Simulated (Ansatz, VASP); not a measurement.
## One calculation of TiAl, two programs

Contents of INCAR:

```
  ALGO = Fast
  EDIFF = 1E-6
  ENCUT = 520
  GGA = PE
  ISIF = 2
  ISMEAR = 0
  LASPH = T
  LCHARG = F
  LREAL = F
  LWAVE = F
  NBANDS = 14
  NELM = 80
  PREC = Accurate
  SIGMA = 0.15
```

Contents of KPOINTS:

```
k-points
0
Gamma
  16 16 16
```

The input POSCAR:

```
TiAl
1.0
    3.2224982572      0.3874558022      0.3874558022
    0.3874558022      3.2224982572      0.3874558022
    0.3874558022      0.3874558022      3.2224982572
Ti Al
1 1
Direct
    0.0000000000      0.0000000000      0.0000000000
    0.5000000000      0.5000000000      0.5000000000
```

Input for Ansatz:

```yaml
crystal:
  lattice:
    - [3.2224982572, 0.3874558022, 0.3874558022]
    - [0.3874558022, 3.2224982572, 0.3874558022]
    - [0.3874558022, 0.3874558022, 3.2224982572]
  atoms:
    - { symbol: Ti, position: [0.0, 0.0, 0.0] }
    - { symbol: Al, position: [0.5, 0.5, 0.5] }
basis:
  ecutwfc: 420
kpoints:
  mp_grid: { grid: [16, 16, 16] }
hamiltonian:
  xc: pbe
scf:
  occupations: { method: gaussian, width: 0.15 }
output:
  forces: true
  stress: true
  eigenvalues: true
```

Alike in both runs: task single point; functional PBE; k mesh 16 × 16 × 16; occupations gaussian, width 0.15 eV; no spin polarisation.

|  | VASP | Ansatz |
| --- | --- | --- |
| version | VASP 6.6.1 | Ansatz 0.2.0 |
| potentials or method | VASP PAW PBE potentials, release 64 (Ti_sv, Al), cutoff 520 eV | scalar-relativistic, plane waves, PAW |
| valence electrons in the cell | 15 | 15 |

|  | VASP | Ansatz | Ansatz less VASP |
| --- | --- | --- | --- |
| gap on the k mesh at the Fermi level (eV) | none | none | - |
| pressure (GPa) | 9.0 | 9.1 | +0.09 |
| traceless stress, the component that is largest in VASP (GPa) | -6.77 | -6.77 | -0.002 |

A gap of «none» marks a metal or a gap that the smearing closes. With one functional, cell and mesh, what is left measures potentials, basis and numerics.
